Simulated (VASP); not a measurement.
# Sn5Ge12 in VASP: single point with PBE

Aim: the single point of Sn5Ge12 with PBE.

Everything below comes from runs of VASP 6.6.1. Logs are shortened: lines on timing, memory, paths and dates and some standing lists are left out, and cuts for length are marked.

### Step 1. The cell of the first run

The cell holds a disordered packing, 17 atoms: a = 7.082 Å, b = 7.723 Å, c = 7.545 Å, α = 95.21°, β = 89.49°, γ = 91.15°.

### Step 2. Single point, PBE

Input file INCAR:

```
ALGO = Normal
EDIFF = 1E-7
ENCUT = 520
GGA = PE
ISIF = 2
ISMEAR = -1
LASPH = True
LCHARG = False
LREAL = Auto
LWAVE = False
NBANDS = 133
NELM = 80
PREC = Accurate
SIGMA = 0.2585
```

Input file KPOINTS:

```
k-points
0
Gamma
  3 3 3
```

Input file POSCAR:

```
Sn5Ge12
1.0
    7.0815660000     -0.0735080000      0.0306640000
   -0.0735080000      7.7150240000     -0.3469720000
    0.0306640000     -0.3469720000      7.5368430000
Sn Ge
5 12
Direct
    0.2722307319      0.8054796980      0.2570482365
    0.9016386632      0.3803235364      0.1638711995
    0.6569521618      0.6535071652      0.8231339531
    0.5460451600      0.4980456098      0.1726978944
    0.8476358333      0.2301815970      0.6792291559
    0.3661471420      0.2203175477      0.0218553093
    0.3285278664      0.8961954508      0.9505032629
    0.5003928955      0.0876114336      0.5977086629
    0.1768916137      0.1677057369      0.2743941078
    0.7243804790      0.7089960305      0.4798278883
    0.1870772221      0.2553034747      0.6258205212
    0.8802239819      0.0331510820      0.3198612208
    0.1610377107      0.5418343794      0.8605303334
    0.9756503273      0.7622426935      0.0581410887
    0.0387225141      0.9570417333      0.7278815942
    0.6873126954      0.9359466014      0.0608695377
    0.3745073625      0.5604225507      0.5658867439
```

Potentials or basis: VASP PAW PBE potentials, release 64 (Sn_d, Ge_d).

Run with:

```sh
cat potpaw_PBE.64/Sn_d/POTCAR potpaw_PBE.64/Ge_d/POTCAR > POTCAR
mpirun -np 1 vasp_std > vasp.out
```

OUTCAR:

```text
EDIFF = 1E-7
   ENCUT = 520
   GGA = PE
   ISIF = 2
   ISMEAR = -1
   LASPH = True
   LREAL = Auto
   NELM = 80
   PREC = Accurate

 ion  position               nearest neighbor table
   1  0.272  0.805  0.257-   7 2.50  14 2.59   9 2.88   4 3.11  17 3.23  12 3.32
   2  0.902  0.380  0.164-   4 2.69   9 2.76  12 3.03  14 3.16  13 3.24   5 3.75
   3  0.657  0.654  0.823-  10 2.70  16 2.70  17 2.84  14 2.94   4 3.08   7 3.11   5 3.63
   4  0.546  0.498  0.173-   6 2.64   2 2.69  10 2.98   3 3.08   1 3.11  17 3.20
   5  0.848  0.230  0.679-  11 2.44  15 2.58   8 2.73  12 3.00   3 3.63   2 3.75
   6  0.366  0.220  0.022-   9 2.38   7 2.52   4 2.64
   7  0.329  0.896  0.951-   1 2.50   6 2.52  16 2.68  15 2.74  14 2.83   3 3.11
   8  0.500  0.088  0.598-  11 2.59   5 2.73
   9  0.177  0.168  0.274-  12 2.36   6 2.38  11 2.68   2 2.76   1 2.88
  10  0.724  0.709  0.480-   3 2.70  17 2.81   4 2.98
  11  0.187  0.255  0.626-   5 2.44   8 2.59   9 2.68  15 2.69  13 2.71  17 2.75
  12  0.880  0.033  0.320-   9 2.36  16 2.45  14 2.83   5 3.00   2 3.03   1 3.32
  13  0.161  0.542  0.861-  14 2.54  17 2.69  11 2.71   2 3.24
  14  0.976  0.762  0.058-  16 2.46  13 2.54   1 2.59   7 2.83  12 2.83   3 2.94   2 3.16
  15  0.039  0.957  0.728-   5 2.58  11 2.69   7 2.74
  16  0.687  0.936  0.061-  12 2.45  14 2.46   7 2.68   3 2.70
  17  0.375  0.560  0.566-  13 2.69  11 2.75  10 2.81   3 2.84   4 3.20   1 3.23

  LATTYP: Found a triclinic cell.
 ALAT       =     7.5448878226
 B/A-ratio  =     1.3775740113
 C/A-ratio  =     1.6627746880
 COS(alpha) =     0.0028980061
 COS(beta)  =     0.5404667784
 COS(gamma) =     0.7319552670

  Lattice vectors:

 A1 = (   0.0306640000,  -0.3469720000,   7.5368430000)
 A2 = (   7.1122300000,  -0.4204800000,   7.5675070000)
 A3 = (  -7.1244100000,   7.4415600000,   7.1592070000)

Analysis of symmetry for initial positions (statically):
=====================================================================
 Subroutine PRICEL returns:
 Original cell was already a primitive cell.

 Routine SETGRP: Setting up the symmetry group for a
 triclinic supercell.

 Subroutine GETGRP returns: Found  1 space group operations
 (whereof  1 operations were pure point group operations)
 out of a pool of  2 trial point group operations.

The static configuration has the point symmetry C_1 .

Analysis of symmetry for dynamics (positions and initial velocities):
=====================================================================
 Subroutine PRICEL returns:
 Original cell was already a primitive cell.

 Routine SETGRP: Setting up the symmetry group for a
 triclinic supercell.

 Subroutine GETGRP returns: Found  1 space group operations
 (whereof  1 operations were pure point group operations)
 out of a pool of  2 trial point group operations.

The dynamic configuration has the point symmetry C_1 .

 Subroutine INISYM returns: Found  1 space group operations
 (whereof  1 operations are pure point group operations),
 and found     1 'primitive' translations

----------------------------------------------------------------------------------------

                                     Primitive cell

  volume of cell :     410.8723

  direct lattice vectors                    reciprocal lattice vectors
     7.081566000 -0.073508000  0.030664000     0.141227656  0.001322500 -0.000513708
    -0.073508000  7.715024000 -0.346972000     0.001322500  0.129898530  0.005974730
     0.030664000 -0.346972000  7.536843000    -0.000513708  0.005974730  0.132958696

  length of vectors
     7.082013889  7.723172167  7.544887823     0.141234782  0.130042587  0.133093862

  position of ions in fractional coordinates (direct lattice)
     0.272230732  0.805479698  0.257048236
     0.901638663  0.380323536  0.163871200
     0.656952162  0.653507165  0.823133953
     0.546045160  0.498045610  0.172697894
     0.847635833  0.230181597  0.679229156
     0.366147142  0.220317548  0.021855309
[... 9 lines left out ...]
     0.687312695  0.935946601  0.060869538
     0.374507362  0.560422551  0.565886744

  ion indices of the primitive-cell ions
   primitive index   ion index
                 1           1
                 2           2
                 3           3
                 4           4
                 5           5
                 6           6
[... 9 lines left out ...]
                16          16
                17          17

----------------------------------------------------------------------------------------

 KPOINTS: k-points

Automatic generation of k-mesh.
 Grid dimensions read from file:
 generate k-points for:    3    3    3

 Generating k-lattice:

  Cartesian coordinates                     Fractional coordinates (reciprocal lattice)
     0.047075885  0.000440833 -0.000171236     0.333333333 -0.000000000  0.000000000
     0.000440833  0.043299510  0.001991577     0.000000000  0.333333333  0.000000000
    -0.000171236  0.001991577  0.044319565     0.000000000 -0.000000000  0.333333333

  Length of vectors
     0.047078261  0.043347529  0.044364621

  Shift w.r.t. Gamma in fractional coordinates (k-lattice)
     0.000000000  0.000000000  0.000000000

 Subroutine IBZKPT returns following result:
 ===========================================

 Found     14 irreducible k-points:

 Following reciprocal coordinates:
            Coordinates               Weight
  0.000000  0.000000  0.000000      1.000000
  0.333333 -0.000000  0.000000      2.000000
 -0.000000  0.333333  0.000000      2.000000
  0.333333  0.333333  0.000000      2.000000
 -0.333333  0.333333  0.000000      2.000000
 -0.000000  0.000000  0.333333      2.000000
  0.333333  0.000000  0.333333      2.000000
 -0.333333  0.000000  0.333333      2.000000
  0.000000  0.333333  0.333333      2.000000
  0.333333  0.333333  0.333333      2.000000
 -0.333333  0.333333  0.333333      2.000000
  0.000000 -0.333333  0.333333      2.000000
  0.333333 -0.333333  0.333333      2.000000
 -0.333333 -0.333333  0.333333      2.000000
   k-points           NKPTS =     14   k-points in BZ     NKDIM =     14   number of bands    NBANDS=    133
   number of dos      NEDOS =    301   number of ions     NIONS =     17
   total plane-waves  NPLWV = 181440
   dimension x,y,z NGX =    54 NGY =   60 NGZ =   56
   dimension x,y,z NGXF=   108 NGYF=  120 NGZF=  112
   ions per type =               5  12
   NGX,Y,Z   is equivalent  to a cutoff of  12.68, 12.92, 12.34 a.u.
   NGXF,Y,Z  is equivalent  to a cutoff of  25.35, 25.83, 24.68 a.u.
 SYSTEM =  unknown system
   PREC   = accura    normal or accurate (medium, high low for compatibility)
   ISTART =      0    job   : 0-new  1-cont  2-samecut
   ICHARG =      2    charge: 1-file 2-atom 10-const
   ISPIN  =      1    spin polarized calculation?
   LNONCOLLINEAR =      F non collinear calculations
   LSORBIT =      F    spin-orbit coupling
   LASPH  =      T    aspherical Exc in radial PAW
   ENCUT  =  520.0 eV  38.22 Ry    6.18 a.u.  13.17 14.36 14.03*2*pi/ulx,y,z
   NELM   =     80;   NELMIN=  2; NELMDL= -5     # of ELM steps
   EDIFF  = 0.1E-06   stopping-criterion for ELM
   LREAL  =      T    real-space projection
   EDIFFG = 0.1E-05   stopping-criterion for IOM
   NSW    =      0    number of steps for IOM
   IBRION =     -1    ionic relax: 0-MD 1-quasi-New 2-CG
   NFREE  =      0    steps in history (QN), initial steepest desc. (CG)
   ISIF   =      2    stress and relaxation
   ISYM   =      2    0-nonsym 1-usesym 2-fastsym
   POTIM  = 0.5000    time-step for ionic-motion
   TEBEG  =    0.0;   TEEND  =   0.0 temperature during run
   PSTRESS=    0.0 pullay stress
   NELECT =     238.0000    total number of electrons
   NUPDOWN=      -1.0000    fix difference up-down
   EMIN   =  10.00;   EMAX   =-10.00  energy-range for DOS
   EFERMI =   0.00;   METHOD = LEGACY
   ISMEAR =    -1;   SIGMA  =   0.26  broadening in eV -4-tet -1-fermi 0-gaus
   EFERMI_NEDOS =   21; number of points for ismear=-14 and -15
   IALGO  =     38    algorithm
   IMIX   =      4    mixing-type and parameters
     AMIX     =   0.40;   BMIX     =  1.00
     AMIX_MAG =   1.60;   BMIX_MAG =  1.00
  volume/ion in A,a.u.               =      24.17       163.10
  Fermi-wavevector in a.u.,A,eV,Ry     =   1.364682  2.578875 25.338911  1.862357
  Thomas-Fermi vector in A             =   2.490977
   LORBIT       =      0    0 simple, 1 ext, 2 COOP (PROOUT), +10 PAW based schemes
   GGA     = PE    functional components
   LHFCALC =     F    Hartree Fock is set to
   AEXX    =    0.0000 exact exchange contribution
   IVDW    =     0    specifies the selected vdW correction
   LEPSILON=     F    determine dielectric tensor
   LRPA    =     F    only Hartree local field effects (RPA)
 non-spin polarized calculation
  energy-cutoff  :      520.00
  volume of cell :      410.87
 maximum number of plane-waves:     11087
 NGX is ok and might be reduce to    54
   NGX = 27   NGY = 29   NGZ = 29

 number of electron     238.0000041 magnetization

 Free energy of the ion-electron system (eV)
  ---------------------------------------------------
  ext. energy  EPLUGINS =         0.00000000
  ---------------------------------------------------
  free energy    TOTEN  =       -64.92837667 eV

  energy without entropy =      -62.93158019  energy(sigma->0) =      -63.92997843

 E-fermi :   5.8361     XC(G=0): -10.1296

 val. band max:        5.8304867126   @ k =  -0.0000   0.3333   0.0000
 cond. band min:       5.8510422957   @ k =  -0.3333   0.0000   0.3333
 fundamental gap:      0.0205555831
 Fermi energy:         5.8360938087

 k-point     1 :       0.0000    0.0000    0.0000
  band No.  band energies     occupation
      1     -19.0706      2.00000
      2     -19.0446      2.00000
      3     -19.0287      2.00000
      4     -19.0260      2.00000
      5     -19.0024      2.00000
      6     -19.0003      2.00000
[... 123 lines left out ...]
    130       8.0441      0.00039
    131       8.1888      0.00022

 k-point     2 :       0.3333   -0.0000    0.0000
  band No.  band energies     occupation
      1     -19.0711      2.00000
      2     -19.0437      2.00000
      3     -19.0278      2.00000
      4     -19.0251      2.00000
      5     -19.0046      2.00000
      6     -19.0014      2.00000
[... 1731 lines left out ...]
    130       8.0797      0.00034
    131       8.2290      0.00019
 [bands above 131 left out]

------------------------ aborting loop because EDIFF is reached ----------------------------------------

  FORCE on cell =-STRESS in cart. coord.  units (eV):
  Direction    XX          YY          ZZ          XY          YZ          ZX
  --------------------------------------------------------------------------------------
  -------------------------------------------------------------------------------------
  Total       23.9782780     11.8467603     11.9042963      0.1539297      1.1479740      1.0183433
  in kB       93.5021692     46.1958855     46.4202443      0.6002417      4.4764705      3.9709819
  external PRESSURE =      62.0394330 kB  Pullay stress =       0.0000000 kB

 VOLUME and BASIS-vectors are now :
 -----------------------------------------------------------------------------
  energy-cutoff  :      520.00
  volume of cell :      410.87
      direct lattice vectors                 reciprocal lattice vectors
     7.081566000 -0.073508000  0.030664000     0.141227656  0.001322500 -0.000513708
    -0.073508000  7.715024000 -0.346972000     0.001322500  0.129898530  0.005974730
     0.030664000 -0.346972000  7.536843000    -0.000513708  0.005974730  0.132958696

 POSITION                                       TOTAL-FORCE (eV/Angst)
 -----------------------------------------------------------------------------------
      1.87649      6.10510      1.66620         0.816132     -0.856531      3.211335
      6.36208      2.81107      1.13076         1.233378     -0.068384     -0.393772
      4.62945      4.70793      5.99723        -0.037344     -0.943642     -0.122394
      3.83554      3.74237      1.14553        -1.165232      0.759197      0.325047
      6.00650      1.47788      5.06537        -3.047365      1.375306      0.713421
      2.57737      1.66526      0.09950         0.206263      0.386750     -1.414323
[... 9 lines left out ...]
      4.80032      7.14921      0.15509        -0.788118      1.367558     -0.298338
      2.62826      4.09980      4.08203        -0.394046      0.116920     -0.562745
 -----------------------------------------------------------------------------------
    total drift:                               -0.030729     -0.009265      0.011525

  FREE ENERGIE OF THE ION-ELECTRON SYSTEM (eV)
  ---------------------------------------------------
  free  energy   TOTEN  =       -64.9283766701 eV

  energy  without entropy=      -62.9315801858  energy(sigma->0) =      -63.92997843
```

Run time: 15 min. Hardware: 1 thread of Intel Xeon Platinum 8488C (Sapphire Rapids), shared host; peak memory 0.72 GiB.

What came out:

```yaml
Free_energy: -64.9284 eV
Pressure: 6.2 GPa
Largest_force: 3.422 eV/Å
Band_gap_on_the_k_mesh: zero (bands 119 and 120 overlap by 0.67 eV)
```

Forces on the atoms (eV/Å):
```
Sn   0.816 -0.857  3.211
Sn   1.233 -0.068 -0.394
Sn  -0.037 -0.944 -0.122
Sn  -1.165  0.759  0.325
Sn  -3.047  1.375  0.713
Ge   0.206  0.387 -1.414
Ge   0.264  0.360 -2.514
Ge  -0.350 -0.658 -0.100
Ge   0.946  0.641  1.144
Ge   0.340  0.517 -0.411
Ge   2.814  0.485 -0.768
Ge  -1.300 -0.585  1.295
Ge   0.313 -0.656 -0.039
Ge  -0.384 -0.593 -0.279
Ge   0.534 -1.648  0.214
Ge  -0.788  1.368 -0.298
Ge  -0.394  0.117 -0.563
```

Stress tensor (GPa, compression positive):
```
9.35 0.06 0.40
0.06 4.62 0.45
0.40 0.45 4.64
```

Caveat: the atoms stand as in a frame of molecular dynamics; so wide a smearing shifts energies and pressures; spin-orbit coupling is left out, which moves the levels of the heavy elements.

The gap in the log of VASP goes by the Fermi energy; the results here count the filled bands.